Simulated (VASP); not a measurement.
Hf8H:

```
CELL_PARAMETERS angstrom
0.00000 4.49959 4.49959
4.49959 0.00000 4.49959
4.49959 4.49959 0.00000
ATOMIC_POSITIONS crystal
Hf 0.00000 0.00000 0.00000
Hf 0.99285 0.99285 0.50715
Hf 0.99285 0.50715 0.99285
Hf 0.99285 0.50715 0.50715
Hf 0.50715 0.99285 0.99285
Hf 0.50715 0.99285 0.50715
Hf 0.50715 0.50715 0.99285
Hf 0.50000 0.50000 0.50000
H 0.25000 0.25000 0.25000
```

| Property | Result |
| --- | --- |
| Program | VASP 6.6.1 |
| Task | relaxation of cell and atoms |
| Functional | PBE |
| Potentials or basis | VASP PAW PBE potentials, release 64 (Hf_pv, H) |
| Cutoff | 600 eV |
| k mesh | 6 × 6 × 6 |
| Occupations | gaussian, width 0.1 eV |
| Spin | no spin polarisation |

At the start: pressure -0.8 GPa; volume 20.24 Å³/atom.

Q: Where does the relaxation end?

A: Over 5 steps the energy falls by 2.0 meV/atom and the volume is 20.05 Å³/atom (-0.9 %); space group Fm-3m (No. 225, to 0.1 Å) before and after.

The path:
```
step  energy change (eV)  largest force (eV/Å)  pressure (GPa)  volume (Å³)
   1              0.0000                0.1841           -0.76       182.20
   2             -0.0096                0.1384            0.66       179.69
   3             -0.0098                0.1448            0.50       179.96
   4             -0.0171                0.0491            0.24       180.30
   5             -0.0182                0.0034            0.10       180.49
```

Final structure:
```
Hf H
1.0
     0.00000    4.48549    4.48549
     4.48549    0.00000    4.48549
     4.48549    4.48549    0.00000
Hf H
8 1
Cartesian
  0.0000 0.0000 0.0000
  6.7282 6.7282 8.9325
  6.7282 8.9325 6.7282
  4.5240 6.7282 6.7282
  8.9325 6.7282 6.7282
  6.7282 4.5240 6.7282
  6.7282 6.7282 4.5240
  4.4855 4.4855 4.4855
  2.2427 2.2427 2.2427
```
